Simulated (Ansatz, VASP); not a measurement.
**Sn2GeP4: VASP beside Ansatz**

```
Sn Ge P
1.0
     4.96511    0.00000    0.00000
    -2.48255    4.29991    0.00000
     0.00000    0.00000    8.70715
Sn Ge P
2 1 4
Direct
  0.00000 0.00000 0.29762
  0.00000 0.00000 0.70238
  0.00000 0.00000 0.00000
  0.33333 0.66667 0.87472
  0.66667 0.33333 0.87472
  0.66667 0.33333 0.12528
  0.33333 0.66667 0.12528
```

Alike in both runs: functional PBE; k mesh 12 × 12 × 4; occupations gaussian, width 0.1 eV; no spin polarisation.

Ansatz relaxed the structure, and its values are those at the end. VASP's run is a single point on that final structure, the one shown.

|  | VASP | Ansatz |
| --- | --- | --- |
| version | VASP 6.6.1 | Ansatz 0.2.0 |
| potentials or method | VASP PAW PBE potentials, release 64 (Sn_d, Ge_d, P), cutoff 520 eV | scalar-relativistic, plane waves, PAW |
| valence electrons in the cell | 62 | 62 |

VASP gave:

| Item | Value |
| --- | --- |
| gap on the k mesh at the Fermi level (eV) | none |
| pressure (GPa) | -0.1 |
| rms of the force components (eV/Å) | 0.020 |

Q: What did Ansatz give for the same quantities?

A: gap on the k mesh at the Fermi level (eV): none; pressure (GPa): 0.0; rms of the force components (eV/Å): 0.000.

A gap of «none» marks a metal or a gap that the smearing closes.
